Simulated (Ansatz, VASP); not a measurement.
**CO2 in VASP and in Ansatz**

```
C O
1.0
     4.78455    0.00000    0.00000
     0.00000    6.31554    0.00000
     0.00000    0.00000    5.67889
C O
4 8
Direct
  0.50000 0.85300 0.75000
  0.00000 0.35300 0.75000
  0.00000 0.64700 0.25000
  0.50000 0.14700 0.25000
  0.70097 0.14633 0.13358
  0.29903 0.14633 0.36642
  0.79903 0.64633 0.13358
  0.20097 0.35367 0.86642
  0.20097 0.64633 0.36642
  0.79903 0.35367 0.63358
  0.70097 0.85367 0.63358
  0.29903 0.85367 0.86642
```

Alike in both runs: task single point; functional PBE; dispersion D3(BJ); k mesh 4 × 4 × 4; occupations gaussian, width 0.1 eV; no spin polarisation.

```csv
,VASP,Ansatz
version,VASP 6.6.1,Ansatz 0.2.0
potentials or method,"VASP PAW PBE potentials, release 64 (C, O), cutoff 520 eV","scalar-relativistic, plane waves, PAW"
valence electrons in the cell,64,64
```

|  | VASP | Ansatz | Ansatz less VASP |
| --- | --- | --- | --- |
| gap on the k mesh at the Fermi level (eV) | 6.66 | 6.68 | +0.022 |
| least direct gap on the mesh (eV) | 6.66 | 6.69 | +0.023 |
| pressure (GPa) | 3.0 | 1.4 | -1.57 |
| traceless stress, the component that is largest in VASP (GPa) | -2.39 | -0.55 | +1.848 |
| rms of the force components (eV/Å) | 0.375 | 0.074 | -0.3018 |

Atom by atom the forces differ by 0.303 eV/Å (rms over components).

Noted on VASP's run: the standard files for N, O and F lose accuracy on very short bonds.
